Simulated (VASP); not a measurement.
# SiNi (Pnma) in VASP: further runs

The runs below take SiNi through single point, relaxation of cell and atoms, with PBE+D3(BJ).

Program: VASP 6.6.1. These are calculated values, not measurements. Logs are shortened: lines on timing, memory, paths and dates and some standing lists are left out, and cuts for length are marked.

### 1 The cell of the first run

It takes space group Pnma (No. 62, orthorhombic). Conventional cell: a = 5.099 Å, b = 3.342 Å, c = 5.541 Å, α = 90.00°, β = 90.00°, γ = 90.00°. Within 3.0 Å of Si (site symmetry m) lie 6 Ni at 2.27 to 2.38 Å and 2 Si at 2.64 Å. Within 3.0 Å of Ni (site symmetry m) lie 6 Si at 2.27 to 2.38 Å and 4 Ni at 2.64 to 2.66 Å.

### 2 Single point, PBE+D3(BJ)

Contents of INCAR:

```
PREC = Accurate
ENCUT = 520
EDIFF = 1E-6
ISMEAR = 0
SIGMA = 0.1
LREAL = F
LASPH = T
NELM = 80
ALGO = Normal
ISIF = 2
LWAVE = F
LCHARG = F
GGA = PE
IVDW = 12
NBANDS = 38
```

Contents of KPOINTS:

```
regular mesh
0
Gamma
  8 10 6
```

Contents of POSCAR:

```
SiNi
1.0
    5.0991297367      0.0000000000      0.0000000000
    0.0000000000      3.3420814917      0.0000000000
    0.0000000000      0.0000000000      5.5412308871
Si Ni
4 4
Direct
    0.3227909138      0.7500000000      0.0849735269
    0.1772090862      0.2500000000      0.5849735269
    0.8227909138      0.7500000000      0.4150264731
    0.6772090862      0.2500000000      0.9150264731
    0.0095733306      0.2500000000      0.1870197061
    0.4904266694      0.7500000000      0.6870197061
    0.5095733306      0.2500000000      0.3129802939
    0.9904266694      0.7500000000      0.8129802939
```

Potentials or basis: VASP PAW PBE potentials, release 64 (Si, Ni).

Launch:

```console
$ cat potpaw_PBE.64/Si/POTCAR potpaw_PBE.64/Ni/POTCAR > POTCAR
$ mpirun -np 1 vasp_std > vasp.out
```

OUTCAR:

```text
PREC = Accurate
   ENCUT = 520
   EDIFF = 1E-6
   ISMEAR = 0
   LREAL = F
   LASPH = T
   NELM = 80
   ISIF = 2
   GGA = PE
   IVDW = 12
 IVDW          = 12

 ion  position               nearest neighbor table
   1  0.323  0.750  0.085-   8 2.27   7 2.30   7 2.30   6 2.37   5 2.38   5 2.38   4 2.64   4 2.64
                             3 3.14   3 3.14
   2  0.177  0.250  0.585-   7 2.27   8 2.30   8 2.30   5 2.37   6 2.38   6 2.38   3 2.64   3 2.64
                             4 3.14   4 3.14
   3  0.823  0.750  0.415-   6 2.27   5 2.30   5 2.30   8 2.37   7 2.38   7 2.38   2 2.64   2 2.64
                             1 3.14   1 3.14
   4  0.677  0.250  0.915-   5 2.27   6 2.30   6 2.30   7 2.37   8 2.38   8 2.38   1 2.64   1 2.64
                             2 3.14   2 3.14
   5  0.010  0.250  0.187-   4 2.27   3 2.30   3 2.30   2 2.37   1 2.38   1 2.38   7 2.64   7 2.64
                             8 2.66   8 2.66
   6  0.490  0.750  0.687-   3 2.27   4 2.30   4 2.30   1 2.37   2 2.38   2 2.38   8 2.64   8 2.64
                             7 2.66   7 2.66
   7  0.510  0.250  0.313-   2 2.27   1 2.30   1 2.30   4 2.37   3 2.38   3 2.38   5 2.64   5 2.64
                             6 2.66   6 2.66
   8  0.990  0.750  0.813-   1 2.27   2 2.30   2 2.30   3 2.37   4 2.38   4 2.38   6 2.64   6 2.64
                             5 2.66   5 2.66

  LATTYP: Found a simple orthorhombic cell.
 ALAT       =     3.3420814917
 B/A-ratio  =     1.5257347103
 C/A-ratio  =     1.6580178852

  Lattice vectors:

 A1 = (   0.0000000000,  -3.3420814917,   0.0000000000)
 A2 = (   5.0991297367,   0.0000000000,   0.0000000000)
 A3 = (   0.0000000000,   0.0000000000,   5.5412308871)

Analysis of symmetry for initial positions (statically):
=====================================================================
 Subroutine PRICEL returns:
 Original cell was already a primitive cell.

 Routine SETGRP: Setting up the symmetry group for a
 simple orthorhombic supercell.

 Subroutine GETGRP returns: Found  8 space group operations
 (whereof  2 operations were pure point group operations)
 out of a pool of  8 trial point group operations.

The static configuration has the point symmetry S_2 .
 The point group associated with its full space group is D_2h.

Analysis of symmetry for dynamics (positions and initial velocities):
=====================================================================
 Subroutine PRICEL returns:
 Original cell was already a primitive cell.

 Routine SETGRP: Setting up the symmetry group for a
 simple orthorhombic supercell.

 Subroutine GETGRP returns: Found  8 space group operations
 (whereof  2 operations were pure point group operations)
 out of a pool of  8 trial point group operations.

The dynamic configuration has the point symmetry S_2 .
 The point group associated with its full space group is D_2h.

 Subroutine INISYM returns: Found  8 space group operations
 (whereof  2 operations are pure point group operations),
 and found     1 'primitive' translations

----------------------------------------------------------------------------------------

                                     Primitive cell

  volume of cell :      94.4320

  direct lattice vectors                    reciprocal lattice vectors
     5.099129737  0.000000000  0.000000000     0.196111896  0.000000000  0.000000000
     0.000000000  3.342081492  0.000000000     0.000000000  0.299214727  0.000000000
     0.000000000  0.000000000  5.541230887     0.000000000  0.000000000  0.180465319

  length of vectors
     5.099129737  3.342081492  5.541230887     0.196111896  0.299214727  0.180465319

  position of ions in fractional coordinates (direct lattice)
     0.322790914  0.750000000  0.084973527
     0.177209086  0.250000000  0.584973527
     0.822790914  0.750000000  0.415026473
     0.677209086  0.250000000  0.915026473
     0.009573331  0.250000000  0.187019706
     0.490426669  0.750000000  0.687019706
     0.509573331  0.250000000  0.312980294
     0.990426669  0.750000000  0.812980294

  ion indices of the primitive-cell ions
   primitive index   ion index
                 1           1
                 2           2
                 3           3
                 4           4
                 5           5
                 6           6
                 7           7
                 8           8

----------------------------------------------------------------------------------------

 KPOINTS: regular mesh

Automatic generation of k-mesh.
 Grid dimensions read from file:
 generate k-points for:    8   10    6

 Generating k-lattice:

  Cartesian coordinates                     Fractional coordinates (reciprocal lattice)
     0.024513987  0.000000000  0.000000000     0.125000000  0.000000000  0.000000000
     0.000000000  0.029921473  0.000000000     0.000000000  0.100000000  0.000000000
     0.000000000  0.000000000  0.030077553     0.000000000  0.000000000  0.166666667

  Length of vectors
     0.024513987  0.029921473  0.030077553

  Shift w.r.t. Gamma in fractional coordinates (k-lattice)
     0.000000000  0.000000000  0.000000000

 Subroutine IBZKPT returns following result:
 ===========================================

 Found    120 irreducible k-points:

 Following reciprocal coordinates:
            Coordinates               Weight
  0.000000  0.000000  0.000000      1.000000
  0.125000  0.000000  0.000000      2.000000
  0.250000  0.000000  0.000000      2.000000
  0.375000  0.000000  0.000000      2.000000
  0.500000  0.000000  0.000000      1.000000
  0.000000  0.100000  0.000000      2.000000
[... 16 lines left out ...]
  0.250000  0.400000  0.000000      4.000000
  0.375000  0.400000  0.000000      4.000000
 [... further k-points ...]
   k-points           NKPTS =    120   k-points in BZ     NKDIM =    120   number of bands    NBANDS=     38
   number of dos      NEDOS =    301   number of ions     NIONS =      8
   total plane-waves  NPLWV =  47040
   dimension x,y,z NGX =    40 NGY =   28 NGZ =   42
   dimension x,y,z NGXF=    80 NGYF=   56 NGZF=   84
   ions per type =               4   4
   NGX,Y,Z   is equivalent  to a cutoff of  13.04, 13.93, 12.60 a.u.
   NGXF,Y,Z  is equivalent  to a cutoff of  26.08, 27.86, 25.20 a.u.
 SYSTEM =  unknown system
   PREC   = accura    normal or accurate (medium, high low for compatibility)
   ISTART =      0    job   : 0-new  1-cont  2-samecut
   ICHARG =      2    charge: 1-file 2-atom 10-const
   ISPIN  =      1    spin polarized calculation?
   LNONCOLLINEAR =      F non collinear calculations
   LSORBIT =      F    spin-orbit coupling
   LASPH  =      T    aspherical Exc in radial PAW
   ENCUT  =  520.0 eV  38.22 Ry    6.18 a.u.   9.48  6.21 10.30*2*pi/ulx,y,z
   NELM   =     80;   NELMIN=  2; NELMDL= -5     # of ELM steps
   EDIFF  = 0.1E-05   stopping-criterion for ELM
   LREAL  =      F    real-space projection
   EDIFFG = 0.1E-04   stopping-criterion for IOM
   NSW    =      0    number of steps for IOM
   IBRION =     -1    ionic relax: 0-MD 1-quasi-New 2-CG
   NFREE  =      0    steps in history (QN), initial steepest desc. (CG)
   ISIF   =      2    stress and relaxation
   ISYM   =      2    0-nonsym 1-usesym 2-fastsym
   POTIM  = 0.5000    time-step for ionic-motion
   TEBEG  =    0.0;   TEEND  =   0.0 temperature during run
   PSTRESS=    0.0 pullay stress
   NELECT =      56.0000    total number of electrons
   NUPDOWN=      -1.0000    fix difference up-down
   EMIN   =  10.00;   EMAX   =-10.00  energy-range for DOS
   EFERMI =   0.00;   METHOD = LEGACY
   ISMEAR =     0;   SIGMA  =   0.10  broadening in eV -4-tet -1-fermi 0-gaus
   EFERMI_NEDOS =   21; number of points for ismear=-14 and -15
   IALGO  =     38    algorithm
   IMIX   =      4    mixing-type and parameters
     AMIX     =   0.40;   BMIX     =  1.00
     AMIX_MAG =   1.60;   BMIX_MAG =  1.00
  volume/ion in A,a.u.               =      11.80        79.66
  Fermi-wavevector in a.u.,A,eV,Ry     =   1.375406  2.599141 25.738725  1.891743
  Thomas-Fermi vector in A             =   2.500745
   LORBIT       =      0    0 simple, 1 ext, 2 COOP (PROOUT), +10 PAW based schemes
   GGA     = PE    functional components
   LHFCALC =     F    Hartree Fock is set to
   AEXX    =    0.0000 exact exchange contribution
   IVDW    =    12    specifies the selected vdW correction
   LEPSILON=     F    determine dielectric tensor
   LRPA    =     F    only Hartree local field effects (RPA)
 non-spin polarized calculation
 Gauss-broadening in eV      SIGMA  =   0.10
  energy-cutoff  :      520.00
  volume of cell :       94.43
 maximum number of plane-waves:      2564
 NGX is ok and might be reduce to    40
   NGX = 19   NGY = 13   NGZ = 21

 number of electron      56.0000020 magnetization

 Free energy of the ion-electron system (eV)
  ---------------------------------------------------
  ext. energy  EPLUGINS =         0.00000000
  ---------------------------------------------------
  free energy    TOTEN  =       -47.54495675 eV

  energy without entropy =      -47.53772828  energy(sigma->0) =      -47.54134251

 E-fermi :  10.8084     XC(G=0): -12.3406

 val. band max:       10.7860823762   @ k =   0.1250   0.2000   0.3333
 cond. band min:      10.8142769569   @ k =   0.0000   0.0000   0.3333
 fundamental gap:      0.0281945807
 Fermi energy:        10.8083913660

 k-point     1 :       0.0000    0.0000    0.0000
  band No.  band energies     occupation
      1      -2.4123      2.00000
      2       1.0119      2.00000
      3       2.3077      2.00000
      4       2.9356      2.00000
      5       4.1880      2.00000
      6       4.6753      2.00000
[... 30 lines left out ...]
     37      17.1674      0.00000
     38      17.6029      0.00000

 k-point     2 :       0.1250    0.0000    0.0000
  band No.  band energies     occupation
      1      -2.3263      2.00000
      2       0.8366      2.00000
      3       2.3690      2.00000
      4       2.6170      2.00000
      5       4.5478      2.00000
      6       4.7542      2.00000
[... 894 lines left out ...]
 k-point    24 :       0.3750    0.4000    0.0000
  band No.  band energies     occupation
      1       0.3120      2.00000
      2       1.3793      2.00000
      3       2.3666      2.00000
      4       2.9478      2.00000
      5       4.7584      2.00000
      6       5.0044      2.00000
[... 30 lines left out ...]
     37      16.8405      0.00000
     38      17.4508      0.00000

 [... further k-points ...]

------------------------ aborting loop because EDIFF is reached ----------------------------------------

 Edisp (eV)   -3.82618

 E8    (eV) :    -1.6127

  FORCE on cell =-STRESS in cart. coord.  units (eV):
  Direction    XX          YY          ZZ          XY          YZ          ZX
  --------------------------------------------------------------------------------------
  -------------------------------------------------------------------------------------
  Total      -0.00050    -0.04726     0.01373     0.00000     0.00000     0.00000
  in kB      -0.00841    -0.80179     0.23295     0.00000     0.00000     0.00000
  external pressure =       -0.19 kB  Pullay stress =        0.00 kB

 VOLUME and BASIS-vectors are now :
 -----------------------------------------------------------------------------
  energy-cutoff  :      520.00
  volume of cell :       94.43
      direct lattice vectors                 reciprocal lattice vectors
     5.099129737  0.000000000  0.000000000     0.196111896  0.000000000  0.000000000
     0.000000000  3.342081492  0.000000000     0.000000000  0.299214727  0.000000000
     0.000000000  0.000000000  5.541230887     0.000000000  0.000000000  0.180465319

 POSITION                                       TOTAL-FORCE (eV/Angst)
 -----------------------------------------------------------------------------------
      1.64595      2.50656      0.47086        -0.002190      0.000000      0.006274
      0.90361      0.83552      3.24147         0.002190      0.000000      0.006274
      4.19552      2.50656      2.29976        -0.002190      0.000000     -0.006274
      3.45318      0.83552      5.07037         0.002190      0.000000     -0.006274
      0.04882      0.83552      1.03632         0.011935     -0.000000     -0.001531
      2.50075      2.50656      3.80693        -0.011935      0.000000     -0.001531
      2.59838      0.83552      1.73430         0.011935     -0.000000      0.001531
      5.05031      2.50656      4.50491        -0.011935     -0.000000      0.001531
 -----------------------------------------------------------------------------------
    total drift:                                0.000000      0.000000      0.000000

  FREE ENERGIE OF THE ION-ELECTRON SYSTEM (eV)
  ---------------------------------------------------
  free  energy   TOTEN  =       -51.3711377280 eV

  energy  without entropy=      -51.3639092661  energy(sigma->0) =      -51.36752350
```

Run time: 6.7 min. Hardware: 1 thread of AMD EPYC 7R13 (Zen 3), shared host; peak memory 0.41 GiB.

What came out:

```yaml
Free_energy: -51.3711 eV
Pressure: 0.0 GPa
Largest_force: 0.012 eV/Å
Band_gap_on_the_k_mesh: zero (bands 28 and 29 overlap by 1.85 eV)
Dispersion_energy_per_atom: -0.478 eV
```

Forces in eV/Å, atoms in the order of the input:
```
Si  -0.002  0.000  0.006
Si   0.002  0.000  0.006
Si  -0.002  0.000 -0.006
Si   0.002  0.000 -0.006
Ni   0.012  0.000 -0.002
Ni  -0.012  0.000 -0.002
Ni   0.012  0.000  0.002
Ni  -0.012  0.000  0.002
```

Spin polarisation is off, so any magnetic state and its effect on volume and gap are missing.

### 3 Relaxation of cell and atoms, PBE+D3(BJ)

This run uses another cell than the first one, of 12.22 Å³/atom.

Contents of INCAR:

```
  PREC = Accurate
  ENCUT = 600
  EDIFF = 1E-6
  ISMEAR = 0
  SIGMA = 0.1
  LREAL = False
  LASPH = True
  NELM = 80
  ALGO = Fast
  ISIF = 3
  LWAVE = False
  LCHARG = False
  GGA = PE
  IVDW = 12
  IBRION = 2
  NSW = 70
  EDIFFG = -0.005
```

Contents of KPOINTS:

```
Automatic mesh
0
Gamma
  8 10 6
```

Contents of POSCAR:

```
SiNi
1.0
    5.1540864214      0.0000000000      0.0000000000
    0.0000000000      3.3754899881      0.0000000000
    0.0000000000      0.0000000000      5.6197139615
Si Ni
4 4
Direct
    0.3212470393      0.7500000000      0.0840781272
    0.1787529607      0.2500000000      0.5840781272
    0.8212470393      0.7500000000      0.4159218728
    0.6787529607      0.2500000000      0.9159218728
    0.0082175891      0.2500000000      0.1884869317
    0.4917824109      0.7500000000      0.6884869317
    0.5082175891      0.2500000000      0.3115130683
    0.9917824109      0.7500000000      0.8115130683
```

Potentials or basis: VASP PAW PBE potentials, release 64 (Si, Ni).

Launch:

```console
$ cat potpaw_PBE.64/Si/POTCAR potpaw_PBE.64/Ni/POTCAR > POTCAR
$ mpirun -np 1 vasp_std > vasp.out
```

Wall time 74 min (1 thread of Oxide Virtual Turin-like, shared host); peak memory 0.48 GiB.

It converged, with:

- Free energy: -51.3714 eV
- Relaxed volume: 11.80 Å³/atom
- Relaxed cell: a = 5.099 Å, b = 3.340 Å, c = 5.542 Å, α = 90.00°, β = 90.00°, γ = 90.00°
- Space group after relaxing (to 0.1 Å): Pnma (No. 62)
- Energy gained by relaxing: 7.7 meV/atom
- Ionic steps: 17
- Pressure after relaxing: 0.0 GPa
- Largest force after relaxing: 0.004 eV/Å
- Band gap on the k mesh: zero (bands 28 and 29 overlap by 1.85 eV)
- Dispersion energy per atom: -0.478 eV

Forces on the atoms (eV/Å):
```
Si  -0.003  0.000  0.003
Si   0.003  0.000  0.003
Si  -0.003  0.000 -0.003
Si   0.003  0.000 -0.003
Ni   0.002  0.000  0.000
Ni  -0.002  0.000  0.000
Ni   0.002  0.000  0.000
Ni  -0.002  0.000  0.000
```

Step by step:
| step | energy change (eV) | largest force (eV/Å) | pressure (GPa) | volume (Å³) |
| --- | --- | --- | --- | --- |
| 1 | 0.0000 | 0.0209 | -5.41 | 97.77 |
| 2 | -0.0171 | 0.1844 | 4.52 | 92.05 |
| 3 | -0.0583 | 0.0908 | -0.21 | 94.63 |
| 4 | -0.0583 | 0.0951 | 0.01 | 94.52 |
| 5 | -0.0600 | 0.0563 | 0.16 | 94.46 |
| 6 | -0.0609 | 0.0292 | 0.18 | 94.35 |
| 7 | -0.0612 | 0.0156 | -0.33 | 94.55 |
| 8 | -0.0612 | 0.0117 | -0.15 | 94.49 |
| 9 | -0.0614 | 0.0128 | 0.02 | 94.38 |
| 10 | -0.0614 | 0.0121 | 0.07 | 94.39 |
| 11 | -0.0614 | 0.0107 | 0.04 | 94.40 |
| 12 | -0.0614 | 0.0095 | 0.04 | 94.42 |
| 13 | -0.0614 | 0.0111 | -0.15 | 94.44 |
| 14 | -0.0614 | 0.0109 | -0.08 | 94.43 |
| 15 | -0.0615 | 0.0083 | -0.01 | 94.40 |
| 16 | -0.0615 | 0.0075 | 0.03 | 94.38 |
| 17 | -0.0615 | 0.0041 | 0.01 | 94.39 |

Final structure:
```
CELL_PARAMETERS angstrom
5.09863 0.00000 0.00000
0.00000 3.34011 0.00000
0.00000 0.00000 5.54239
ATOMIC_POSITIONS crystal
Si 0.32282 0.75000 0.08492
Si 0.17718 0.25000 0.58492
Si 0.82282 0.75000 0.41508
Si 0.67718 0.25000 0.91508
Ni 0.00976 0.25000 0.18699
Ni 0.49024 0.75000 0.68699
Ni 0.50976 0.25000 0.31301
Ni 0.99024 0.75000 0.81301
```

Levels at points of the mesh, in eV from the Fermi level:
```tsv
k point	band 26	band 27	band 28	band 29	band 30	band 31
(0.00, 0.00, 0.00)	-1.20	-1.16	-0.96	0.62	1.34	3.32
(0.50, 0.00, 0.00)	-1.89	1.06	1.06	1.06	1.06	3.78
(0.00, 0.50, 0.00)	-1.96	-1.43	-1.43	-0.62	-0.62	2.05
(0.50, 0.50, 0.00)	-1.75	-1.75	-1.75	0.51	0.51	0.51
(0.00, 0.00, 0.50)	-1.46	-0.25	-0.25	0.93	0.93	3.36
(0.50, 0.00, 0.50)	-1.05	0.78	0.78	2.33	2.33	2.78
(0.00, 0.50, 0.50)	-2.04	-1.73	-1.73	0.15	0.15	1.38
(0.50, 0.50, 0.50)	-1.95	-1.95	-1.95	2.63	2.63	2.63
```

The gap in the log of VASP goes by the Fermi energy; the results here count the filled bands.